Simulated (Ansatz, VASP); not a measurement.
# Two plane-wave programs on Os

```
Os
1.0
    -1.34175    1.34175    2.04127
     1.34175   -1.34175    2.04127
     1.34175    1.34175   -2.04127
Os
1
Cartesian
  0.0000 0.0000 0.0000
```

Alike in both runs: task single point; functional PBEsol; k mesh 10 × 10 × 10; occupations gaussian, width 0.1 eV; no spin polarisation.

|  | VASP | Ansatz |
| --- | --- | --- |
| version | VASP 6.6.1 | Ansatz 0.2.0 |
| potentials or method | VASP PAW PBE potentials, release 64 (Os), cutoff 520 eV | scalar-relativistic, plane waves, PAW |
| valence electrons in the cell | 8 | 16 |

Ansatz gave:

| Property | Result |
| --- | --- |
| gap on the k mesh at the Fermi level (eV) | none |
| pressure (GPa) | -18.3 |
| traceless stress, the component that is largest in VASP (GPa) | -15.32 |

Estimate VASP's values.

gap on the k mesh at the Fermi level (eV): none; pressure (GPa): -18.3; traceless stress, the component that is largest in VASP (GPa): -15.17.

VASP's potentials were made for PBE, not for PBEsol. A gap of «none» marks a metal or a gap that the smearing closes. With one functional, cell and mesh, what is left measures potentials, basis and numerics. VASP's potentials hold 8 valence electrons a cell and Ansatz's 16, so a difference there can come from the potentials and not from the codes.

Spin-orbit coupling is off throughout.
